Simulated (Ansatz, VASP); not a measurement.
# Al: VASP beside Ansatz

File INCAR:

```
SYSTEM = Al
PREC = Accurate
ENCUT = 520
EDIFF = 1E-6
ISMEAR = 0
SIGMA = 0.15
LREAL = .False.
LASPH = .True.
NELM = 60
ALGO = Normal
ISIF = 2
LWAVE = .False.
LCHARG = .False.
GGA = PS
IVDW = 12
NBANDS = 14
```

File KPOINTS:

```
Automatic mesh
0
Gamma
  18 18 6
  0 0 0
```

Contents of POSCAR:

```
Al
1.0
    2.7636003583      0.0000000000      0.0000000000
   -1.3818001791      2.3933481162      0.0000000000
    0.0000000000      0.0000000000      9.4410115440
Al
4
Direct
    0.0000000000      0.0000000000      0.0000000000
    0.3333333333      0.6666666667      0.2500000000
    0.0000000000      0.0000000000      0.5000000000
    0.6666666667      0.3333333333      0.7500000000
```

Input for Ansatz:

```yaml
crystal:
  lattice:
    - [2.7636003583, 0.0, 0.0]
    - [-1.3818001791, 2.3933481162, 0.0]
    - [0.0, 0.0, 9.441011544]
  atoms:
    - { symbol: Al, position: [0.0, 0.0, 0.0] }
    - { symbol: Al, position: [0.3333333333, 0.6666666667, 0.25] }
    - { symbol: Al, position: [0.0, 0.0, 0.5] }
    - { symbol: Al, position: [0.6666666667, 0.3333333333, 0.75] }
basis:
  ecutwfc: 420
kpoints:
  mp_grid: { grid: [18, 18, 6] }
hamiltonian:
  xc: pbesol
  pseudopotentials: { kind: paw, azcp: { folder: soft_1 } }
  dispersion: d3bj
scf:
  occupations: { method: gaussian, width: 0.15 }
output:
  forces: true
  stress: true
  eigenvalues: true
  write_density: true
  write_potential: true
  elf: true
  volumetric_format: npy
```

Alike in both runs: task single point; functional PBEsol; dispersion D3(BJ); k mesh 18 × 18 × 6; occupations gaussian, width 0.15 eV; no spin polarisation.

```csv
,VASP,Ansatz
version,VASP 6.6.1,Ansatz 0.2.0
potentials or method,"VASP PAW PBE potentials, release 64 (Al), cutoff 520 eV","scalar-relativistic, plane waves, PAW"
valence electrons in the cell,12,12
```

```csv
,VASP,Ansatz,Ansatz less VASP
gap on the k mesh at the Fermi level (eV),none,none,-
pressure (GPa),0.3,0.2,-0.11
"traceless stress, the component that is largest in VASP (GPa)",-2.60,-2.58,+0.020
```

VASP's potentials were made for PBE, not for PBEsol, and Ansatz warns of the same on its side. A gap of «none» marks a metal or a gap that the smearing closes.
